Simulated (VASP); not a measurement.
# BePtBr2 (P-3m1) in VASP: a series of runs

The runs below take BePtBr2 through single point, relaxation of cell and atoms, with PBE.

Everything below comes from runs of VASP 6.6.1. Logs are shortened: lines on timing, memory, paths and dates and some standing lists are left out, and cuts for length are marked.

### 1 The cell of the first run

Symmetry: P-3m1, No. 164, trigonal system. Conventional cell: a = 3.203 Å, b = 3.203 Å, c = 10.661 Å, α = 90.00°, β = 90.00°, γ = 120.00°. Within 3.1 Å of Be (site symmetry -3m) lie 6 Br at 2.34 Å. Within 4.2 Å of Pt (site symmetry -3m) lie 6 Pt at 3.20 Å. Within 3.1 Å of Br (site symmetry 3m) lie 3 Be at 2.34 Å.

### 2 Single point, PBE

INCAR reads:

```
PREC = Accurate ; ENCUT = 520
EDIFF = 1E-6 ; ISMEAR = 0
SIGMA = 0.1 ; LREAL = False
LASPH = True ; NELM = 100
ALGO = Normal ; ISIF = 2
LWAVE = False ; LCHARG = False
GGA = PE ; NBANDS = 21
```

KPOINTS reads:

```
regular mesh
0
Gamma
  18 18 6
```

POSCAR reads:

```
BePtBr2
1.0
    3.2025795558      0.0000000000      0.0000000000
   -1.6012897779      2.7735152530      0.0000000000
    0.0000000000      0.0000000000     10.6605339610
Be Pt Br
1 1 2
Direct
    0.0000000000      0.0000000000      0.5000000000
    0.0000000000      0.0000000000      0.0000000000
    0.3333333333      0.6666666667      0.6339568980
    0.6666666667      0.3333333333      0.3660431020
```

Potentials or basis: VASP PAW PBE potentials, release 64 (Be, Pt, Br).

Command:

```sh
cat potpaw_PBE.64/Be/POTCAR potpaw_PBE.64/Pt/POTCAR potpaw_PBE.64/Br/POTCAR > POTCAR
mpirun -np 1 vasp_std > vasp.out
```

OUTCAR:

```text
PREC = Accurate
   ENCUT = 520
   EDIFF = 1E-6
   ISMEAR = 0
   LREAL = False
   LASPH = True
   NELM = 100
   ISIF = 2
   GGA = PE

 ion  position               nearest neighbor table
   1  0.000  0.000  0.500-   3 2.34   4 2.34   4 2.34   3 2.34   4 2.34   3 2.34
   2  0.000  0.000  0.000-
   3  0.333  0.667  0.634-   1 2.34   1 2.34   1 2.34
   4  0.667  0.333  0.366-   1 2.34   1 2.34   1 2.34

  LATTYP: Found a hexagonal cell.
 ALAT       =     3.2025795558
 C/A-ratio  =     3.3287335335

  Lattice vectors:

 A1 = (   3.2025795558,   0.0000000000,   0.0000000000)
 A2 = (  -1.6012897779,   2.7735152530,   0.0000000000)
 A3 = (   0.0000000000,   0.0000000000,  10.6605339610)

Analysis of symmetry for initial positions (statically):
=====================================================================
 Subroutine PRICEL returns:
 Original cell was already a primitive cell.

 Routine SETGRP: Setting up the symmetry group for a
 hexagonal supercell.

 Subroutine GETGRP returns: Found 12 space group operations
 (whereof 12 operations were pure point group operations)
 out of a pool of 24 trial point group operations.

The static configuration has the point symmetry D_3d.

Analysis of symmetry for dynamics (positions and initial velocities):
=====================================================================
 Subroutine PRICEL returns:
 Original cell was already a primitive cell.

 Routine SETGRP: Setting up the symmetry group for a
 hexagonal supercell.

 Subroutine GETGRP returns: Found 12 space group operations
 (whereof 12 operations were pure point group operations)
 out of a pool of 24 trial point group operations.

The dynamic configuration has the point symmetry D_3d.

 Subroutine INISYM returns: Found 12 space group operations
 (whereof 12 operations are pure point group operations),
 and found     1 'primitive' translations

----------------------------------------------------------------------------------------

                                     Primitive cell

  volume of cell :      94.6912

  direct lattice vectors                    reciprocal lattice vectors
     3.202579556  0.000000000  0.000000000     0.312248293  0.180276636  0.000000000
    -1.601289778  2.773515253  0.000000000     0.000000000  0.360553272  0.000000000
     0.000000000  0.000000000 10.660533961     0.000000000  0.000000000  0.093803932

  length of vectors
     3.202579556  3.202579556 10.660533961     0.360553272  0.360553272  0.093803932

  position of ions in fractional coordinates (direct lattice)
     0.000000000  0.000000000  0.500000000
     0.000000000  0.000000000  0.000000000
     0.333333333  0.666666667  0.633956898
     0.666666667  0.333333333  0.366043102

  ion indices of the primitive-cell ions
   primitive index   ion index
                 1           1
                 2           2
                 3           3
                 4           4

----------------------------------------------------------------------------------------

 KPOINTS: regular mesh

Automatic generation of k-mesh.
 Grid dimensions read from file:
 generate k-points for:   18   18    6

 Generating k-lattice:

  Cartesian coordinates                     Fractional coordinates (reciprocal lattice)
     0.017347127  0.010015369  0.000000000     0.055555556 -0.000000000  0.000000000
     0.000000000  0.020030737  0.000000000     0.000000000  0.055555556  0.000000000
     0.000000000  0.000000000  0.015633989     0.000000000  0.000000000  0.166666667

  Length of vectors
     0.020030737  0.020030737  0.015633989

  Shift w.r.t. Gamma in fractional coordinates (k-lattice)
     0.000000000  0.000000000  0.000000000

 Subroutine IBZKPT returns following result:
 ===========================================

 Found    202 irreducible k-points:

 Following reciprocal coordinates:
            Coordinates               Weight
  0.000000  0.000000  0.000000      1.000000
  0.055556  0.000000  0.000000      6.000000
  0.111111  0.000000  0.000000      6.000000
  0.166667  0.000000  0.000000      6.000000
  0.222222  0.000000  0.000000      6.000000
  0.277778  0.000000  0.000000      6.000000
[... 16 lines left out ...]
  0.333333  0.111111  0.000000     12.000000
  0.388889  0.111111  0.000000     12.000000
 [... further k-points ...]
   k-points           NKPTS =    202   k-points in BZ     NKDIM =    202   number of bands    NBANDS=     21
   number of dos      NEDOS =    301   number of ions     NIONS =      4
   total plane-waves  NPLWV =  46080
   dimension x,y,z NGX =    24 NGY =   24 NGZ =   80
   dimension x,y,z NGXF=    48 NGYF=   48 NGZF=  160
   ions per type =               1   1   2
   NGX,Y,Z   is equivalent  to a cutoff of  12.46, 12.46, 12.48 a.u.
   NGXF,Y,Z  is equivalent  to a cutoff of  24.92, 24.92, 24.95 a.u.
 SYSTEM =  unknown system
   PREC   = accura    normal or accurate (medium, high low for compatibility)
   ISTART =      0    job   : 0-new  1-cont  2-samecut
   ICHARG =      2    charge: 1-file 2-atom 10-const
   ISPIN  =      1    spin polarized calculation?
   LNONCOLLINEAR =      F non collinear calculations
   LSORBIT =      F    spin-orbit coupling
   LASPH  =      T    aspherical Exc in radial PAW
   ENCUT  =  520.0 eV  38.22 Ry    6.18 a.u.   5.95  5.95 19.82*2*pi/ulx,y,z
   NELM   =    100;   NELMIN=  2; NELMDL= -5     # of ELM steps
   EDIFF  = 0.1E-05   stopping-criterion for ELM
   LREAL  =      F    real-space projection
   EDIFFG = 0.1E-04   stopping-criterion for IOM
   NSW    =      0    number of steps for IOM
   IBRION =     -1    ionic relax: 0-MD 1-quasi-New 2-CG
   NFREE  =      0    steps in history (QN), initial steepest desc. (CG)
   ISIF   =      2    stress and relaxation
   ISYM   =      2    0-nonsym 1-usesym 2-fastsym
   POTIM  = 0.5000    time-step for ionic-motion
   TEBEG  =    0.0;   TEEND  =   0.0 temperature during run
   PSTRESS=    0.0 pullay stress
   NELECT =      26.0000    total number of electrons
   NUPDOWN=      -1.0000    fix difference up-down
   EMIN   =  10.00;   EMAX   =-10.00  energy-range for DOS
   EFERMI =   0.00;   METHOD = LEGACY
   ISMEAR =     0;   SIGMA  =   0.10  broadening in eV -4-tet -1-fermi 0-gaus
   EFERMI_NEDOS =   21; number of points for ismear=-14 and -15
   IALGO  =     38    algorithm
   IMIX   =      4    mixing-type and parameters
     AMIX     =   0.40;   BMIX     =  1.00
     AMIX_MAG =   1.60;   BMIX_MAG =  1.00
  volume/ion in A,a.u.               =      23.67       159.75
  Fermi-wavevector in a.u.,A,eV,Ry     =   1.064052  2.010766 15.404603  1.132206
  Thomas-Fermi vector in A             =   2.199557
   LORBIT       =      0    0 simple, 1 ext, 2 COOP (PROOUT), +10 PAW based schemes
   GGA     = PE    functional components
   LHFCALC =     F    Hartree Fock is set to
   AEXX    =    0.0000 exact exchange contribution
   IVDW    =     0    specifies the selected vdW correction
   LEPSILON=     F    determine dielectric tensor
   LRPA    =     F    only Hartree local field effects (RPA)
 non-spin polarized calculation
 Gauss-broadening in eV      SIGMA  =   0.10
  energy-cutoff  :      520.00
  volume of cell :       94.69
 maximum number of plane-waves:      2588
   NGX = 11   NGY = 11   NGZ = 39

 number of electron      26.0000006 magnetization

 Free energy of the ion-electron system (eV)
  ---------------------------------------------------
  ext. energy  EPLUGINS =         0.00000000
  ---------------------------------------------------
  free energy    TOTEN  =       -12.27937847 eV

  energy without entropy =      -12.24765220  energy(sigma->0) =      -12.26351533

 E-fermi :   2.1550     XC(G=0):  -8.9912

 val. band max:        2.1536342030   @ k =   0.0000   0.1111   0.3333
 cond. band min:       2.1562512097   @ k =   0.1111   0.0000   0.3333
 fundamental gap:      0.0026170067
 Fermi energy:         2.1550451548

 k-point     1 :       0.0000    0.0000    0.0000
  band No.  band energies     occupation
      1     -14.3078      2.00000
      2     -13.3724      2.00000
      3      -3.6648      2.00000
      4      -1.7450      2.00000
      5      -0.4895      2.00000
      6       0.8722      2.00000
[... 13 lines left out ...]
     20      10.9119      0.00000
     21      13.4842      0.00000

 k-point     2 :       0.0556    0.0000    0.0000
  band No.  band energies     occupation
      1     -14.2703      2.00000
      2     -13.3393      2.00000
      3      -3.6292      2.00000
      4      -1.6662      2.00000
      5      -0.4639      2.00000
      6       0.8470      2.00000
[... 13 lines left out ...]
     20      11.0671      0.00000
     21      12.9347      0.00000

 k-point     3 :       0.1111    0.0000    0.0000
  band No.  band energies     occupation
      1     -14.1593      2.00000
      2     -13.2423      2.00000
      3      -3.5255      2.00000
      4      -1.4362      2.00000
      5      -0.3979      2.00000
      6       0.7524      2.00000
[... 13 lines left out ...]
     20      11.3715      0.00000
     21      12.3147      0.00000

 k-point     4 :       0.1667    0.0000    0.0000
  band No.  band energies     occupation
      1     -13.9799      2.00000
      2     -13.0883      2.00000
      3      -3.3655      2.00000
      4      -1.0834      2.00000
      5      -0.4710      2.00000
      6      -0.0632      2.00000
[... 13 lines left out ...]
     20      11.0505      0.00000
     21      12.5856      0.00000

 k-point     5 :       0.2222    0.0000    0.0000
  band No.  band energies     occupation
      1     -13.7410      2.00000
      2     -12.8903      2.00000
      3      -3.1784      2.00000
      4      -1.3621      2.00000
      5      -0.7042      2.00000
      6      -0.3413      2.00000
[... 13 lines left out ...]
     20      10.5259      0.00000
     21      12.3903      0.00000

 k-point     6 :       0.2778    0.0000    0.0000
  band No.  band energies     occupation
      1     -13.4576      2.00000
      2     -12.6686      2.00000
      3      -3.0491      2.00000
      4      -2.2868      2.00000
      5      -1.1285      2.00000
      6      -0.4022      2.00000
[... 13 lines left out ...]
     20      10.1258      0.00000
     21      12.0354      0.00000

 k-point     7 :       0.3333    0.0000    0.0000
  band No.  band energies     occupation
      1     -13.1530      2.00000
      2     -12.4522      2.00000
      3      -3.2545      2.00000
      4      -2.9725      2.00000
      5      -1.5250      2.00000
      6      -0.3696      2.00000
[... 13 lines left out ...]
     20       9.7711      0.00000
     21      10.4364      0.00000
[... 291 lines left out ...]
      1     -13.6421      2.00000
      2     -12.8108      2.00000
      3      -3.1083      2.00000
      4      -1.4137      2.00000
      5      -0.8656      2.00000
      6      -0.4101      2.00000
[... 13 lines left out ...]
     20      10.9958      0.00000
     21      12.2946      0.00000

 k-point    21 :       0.2222    0.1111    0.0000
  band No.  band energies     occupation
      1     -13.3659      2.00000
      2     -12.5998      2.00000
      3      -3.0107      2.00000
      4      -2.2538      2.00000
      5      -1.3584      2.00000
      6      -0.1425      2.00000
[... 13 lines left out ...]
     20      10.5335      0.00000
     21      12.0364      0.00000

 k-point    22 :       0.2778    0.1111    0.0000
  band No.  band energies     occupation
      1     -13.0696      2.00000
      2     -12.3959      2.00000
      3      -3.2151      2.00000
      4      -2.9052      2.00000
      5      -1.5887      2.00000
      6      -0.3747      2.00000
[... 13 lines left out ...]
     20      10.0463      0.00000
     21      10.5308      0.00000

 k-point    23 :       0.3333    0.1111    0.0000
  band No.  band energies     occupation
      1     -12.7871      2.00000
      2     -12.2332      2.00000
      3      -3.7019      2.00000
      4      -3.3178      2.00000
      5      -1.5160      2.00000
      6      -0.6587      2.00000
[... 13 lines left out ...]
     20       9.6918      0.00000
     21      10.1795      0.00000

 k-point    24 :       0.3889    0.1111    0.0000
  band No.  band energies     occupation
      1     -12.5681      2.00000
      2     -12.1400      2.00000
      3      -4.0556      2.00000
      4      -3.6257      2.00000
      5      -1.3472      2.00000
      6      -0.8606      2.00000
[... 13 lines left out ...]
     20       9.3897      0.00000
     21      10.6054      0.00000

 [... further k-points ...]

------------------------ aborting loop because EDIFF is reached ----------------------------------------

  FORCE on cell =-STRESS in cart. coord.  units (eV):
  Direction    XX          YY          ZZ          XY          YZ          ZX
  --------------------------------------------------------------------------------------
  -------------------------------------------------------------------------------------
  Total        0.0405875      0.0405875      0.0170404      0.0000000     -0.0000000      0.0000000
  in kB        0.6867416      0.6867416      0.2883242      0.0000000     -0.0000000      0.0000000
  external PRESSURE =       0.5539358 kB  Pullay stress =       0.0000000 kB

 VOLUME and BASIS-vectors are now :
 -----------------------------------------------------------------------------
  energy-cutoff  :      520.00
  volume of cell :       94.69
      direct lattice vectors                 reciprocal lattice vectors
     3.202579556  0.000000000  0.000000000     0.312248293  0.180276636  0.000000000
    -1.601289778  2.773515253  0.000000000     0.000000000  0.360553272  0.000000000
     0.000000000  0.000000000 10.660533961     0.000000000  0.000000000  0.093803932

 POSITION                                       TOTAL-FORCE (eV/Angst)
 -----------------------------------------------------------------------------------
      0.00000      0.00000      5.33027         0.000000      0.000000      0.000000
      0.00000      0.00000      0.00000         0.000000      0.000000      0.000000
     -0.00000      1.84901      6.75832         0.000000      0.000000      0.006029
      1.60129      0.92451      3.90221        -0.000000     -0.000000     -0.006029
 -----------------------------------------------------------------------------------
    total drift:                               -0.000000     -0.000000      0.000000

  FREE ENERGIE OF THE ION-ELECTRON SYSTEM (eV)
  ---------------------------------------------------
  free  energy   TOTEN  =       -12.2793784656 eV

  energy  without entropy=      -12.2476521957  energy(sigma->0) =      -12.26351533
```

It took 4.4 min on 1 thread of Intel Xeon Platinum 8375C at 2.90GHz (Ice Lake), shared host; peak memory 0.52 GiB.

What came out:

```yaml
Free_energy: -12.2794 eV
Pressure: 0.1 GPa
Largest_force: 0.006 eV/Å
Band_gap_on_the_k_mesh: zero (band 13 reaches 2.54 eV, above the bottom of band 14 at 2.08 eV)
```

Forces in eV/Å, atoms in the order of the input:
```
Be   0.000  0.000  0.000
Pt   0.000  0.000  0.000
Br   0.000  0.000  0.006
Br   0.000  0.000 -0.006
```

Caveat: spin-orbit coupling is left out, which moves the levels of the heavy elements.

### 3 Single point, PBE

INCAR reads:

```
PREC = Accurate
ENCUT = 520
EDIFF = 1E-7
ISMEAR = 0
SIGMA = 0.1
LREAL = F
LASPH = T
NELM = 100
ALGO = Normal
ISIF = 2
LWAVE = F
LCHARG = T
GGA = PE
LELF = T
LVHAR = T
NBANDS = 21
```

KPOINTS reads:

```
Automatic mesh
0
Gamma
  18 18 6
```

POSCAR is that of step 2.

Potentials or basis: VASP PAW PBE potentials, release 64 (Be, Pt, Br).

Command:

```sh
cat potpaw_PBE.64/Be/POTCAR potpaw_PBE.64/Pt/POTCAR potpaw_PBE.64/Br/POTCAR > POTCAR
mpirun -np 1 vasp_std > vasp.out
```

OUTCAR:

```text
PREC = Accurate
   ENCUT = 520
   EDIFF = 1E-7
   ISMEAR = 0
   LREAL = F
   LASPH = T
   NELM = 100
   ISIF = 2
   GGA = PE

 ion  position               nearest neighbor table
   1  0.000  0.000  0.500-   3 2.34   4 2.34   4 2.34   3 2.34   4 2.34   3 2.34
   2  0.000  0.000  0.000-
   3  0.333  0.667  0.634-   1 2.34   1 2.34   1 2.34
   4  0.667  0.333  0.366-   1 2.34   1 2.34   1 2.34

[... 774 lines left out ...]

  FORCE on cell =-STRESS in cart. coord.  units (eV):
  Direction    XX          YY          ZZ          XY          YZ          ZX
  --------------------------------------------------------------------------------------
  -------------------------------------------------------------------------------------
  Total        0.0431917      0.0431917      0.0169895      0.0000000      0.0000000      0.0000000
  in kB        0.7308052      0.7308052      0.2874622      0.0000000      0.0000000      0.0000000
  external PRESSURE =       0.5830242 kB  Pullay stress =       0.0000000 kB

 VOLUME and BASIS-vectors are now :
 -----------------------------------------------------------------------------
  energy-cutoff  :      520.00
  volume of cell :       94.69
      direct lattice vectors                 reciprocal lattice vectors
     3.202579556  0.000000000  0.000000000     0.312248293  0.180276636  0.000000000
    -1.601289778  2.773515253  0.000000000     0.000000000  0.360553272  0.000000000
     0.000000000  0.000000000 10.660533961     0.000000000  0.000000000  0.093803932

 POSITION                                       TOTAL-FORCE (eV/Angst)
 -----------------------------------------------------------------------------------
      0.00000      0.00000      5.33027        -0.000000      0.000000      0.000000
      0.00000      0.00000      0.00000        -0.000000      0.000000      0.000000
     -0.00000      1.84901      6.75832         0.000000     -0.000000      0.006281
      1.60129      0.92451      3.90221        -0.000000      0.000000     -0.006281
 -----------------------------------------------------------------------------------
    total drift:                               -0.000000     -0.000000      0.000000

  FREE ENERGIE OF THE ION-ELECTRON SYSTEM (eV)
  ---------------------------------------------------
  free  energy   TOTEN  =       -12.2793785021 eV

  energy  without entropy=      -12.2476639655  energy(sigma->0) =      -12.26352123
```

stdout:

```text
POSCAR found type information on POSCAR BePtBr
 POSCAR found :  3 types and       4 ions
 scaLAPACK will be used
 LDA part: xc-table for (Slater+PW92), standard interpolation
 POSCAR, INCAR and KPOINTS ok, starting setup
 FFT: planning ... GRIDC
 FFT: planning ... GRID_SOFT
 FFT: planning ... GRID
 WAVECAR not read
 entering main loop
```

Run time: 3.5 min. Hardware: 1 thread of Intel Xeon Platinum 8488C (Sapphire Rapids), shared host; peak memory 0.52 GiB.

Results:

- Free energy: -12.2794 eV
- Pressure: 0.1 GPa
- Largest force: 0.006 eV/Å
- Band gap on the k mesh: zero (band 13 reaches 2.54 eV, above the bottom of band 14 at 2.08 eV)

Forces on the atoms (eV/Å):
```
Be   0.000  0.000  0.000
Pt   0.000  0.000  0.000
Br   0.000  0.000  0.006
Br   0.000  0.000 -0.006
```

Caveat: spin-orbit coupling is left out, which moves the levels of the heavy elements.

(Continued in part 2 of 2.)
